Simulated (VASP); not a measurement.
A run of VASP 6.6.1:

INCAR

```
SYSTEM = KTaO3
PREC = Accurate ; ENCUT = 600
EDIFF = 1E-6 ; ISMEAR = -1
SIGMA = 0.05 ; LREAL = Auto
LASPH = .True. ; NELM = 120
ALGO = Normal ; ISIF = 2
LWAVE = .False. ; LCHARG = .False.
GGA = PS ; NBANDS = 178
ISYM = 0 ; GGA_COMPAT = .False.
```

Contents of KPOINTS:

```
Automatic mesh
0
Gamma
  1 1 1
  0.25 0.25 0.25
```

File POSCAR:

```
KTaO3
1.0
    7.9700200919      0.0000000000      0.0000000000
    0.0000000000      7.9700200919      0.0000000000
    0.0000000000      0.0000000000      7.9700200919
K Ta O
8 8 24
Direct
    0.9998720000      0.0000860000      0.9996620000
    0.9998660000      0.0000940000      0.4996500000
    0.9998700000      0.5000960000      0.9996640000
    0.9998720000      0.5000870000      0.4996650000
    0.4998780000      0.0000890000      0.9996610000
    0.4998760000      0.0000900000      0.4996550000
    0.4998750000      0.5000970000      0.9996600000
    0.4998720000      0.5000930000      0.4996570000
    0.2498860000      0.2500520000      0.2496200000
    0.2496850000      0.2500830000      0.7496250000
    0.2500600000      0.7500490000      0.2495860000
    0.2498480000      0.7500810000      0.7495910000
    0.7498840000      0.2500760000      0.2497180000
    0.7496800000      0.2501580000      0.7497200000
    0.7500570000      0.7500730000      0.2496730000
    0.7498420000      0.7501560000      0.7496750000
    0.2499430000      0.2501360000      0.9997110000
    0.2499190000      0.2501400000      0.4997150000
    0.2498640000      0.7501280000      0.9996760000
    0.2498500000      0.7501220000      0.4996740000
    0.7499000000      0.2500480000      0.9996740000
    0.7499330000      0.2500410000      0.4996730000
    0.7498320000      0.7500420000      0.9996390000
    0.7498480000      0.7500400000      0.4996400000
    0.9998800000      0.2500690000      0.2497030000
    0.9999290000      0.2501390000      0.7497360000
    0.9998370000      0.7500500000      0.2496200000
    0.9998910000      0.7501480000      0.7496610000
    0.4998780000      0.2500650000      0.2497390000
    0.4999300000      0.2501580000      0.7497100000
    0.4998370000      0.7500540000      0.2496380000
    0.4998890000      0.7501260000      0.7496540000
    0.2498300000      0.0000990000      0.2497000000
    0.2499440000      0.0001320000      0.7497160000
    0.2498320000      0.5000960000      0.2496960000
    0.2499310000      0.5001330000      0.7497200000
    0.7498300000      0.0000520000      0.2496350000
    0.7499110000      0.0000920000      0.7496370000
    0.7498360000      0.5000520000      0.2496350000
    0.7499260000      0.5000920000      0.7496400000
```

Potentials or basis: VASP PAW PBE potentials, release 64 (K_sv, Ta_pv, O).

Launch:

```console
$ cat potpaw_PBE.64/K_sv/POTCAR potpaw_PBE.64/Ta_pv/POTCAR potpaw_PBE.64/O/POTCAR > POTCAR
$ mpirun -np 1 vasp_std > vasp.out
```

Hardware: 1 thread of Oxide Virtual Turin-like Processor (shared host).

Question: Estimate the wall time of this run.

Answer: Run time: 18 min on 1 thread of Oxide Virtual Turin-like Processor (shared host), peak memory 0.7 GiB. Counts: scf iterations 14, k points 4.
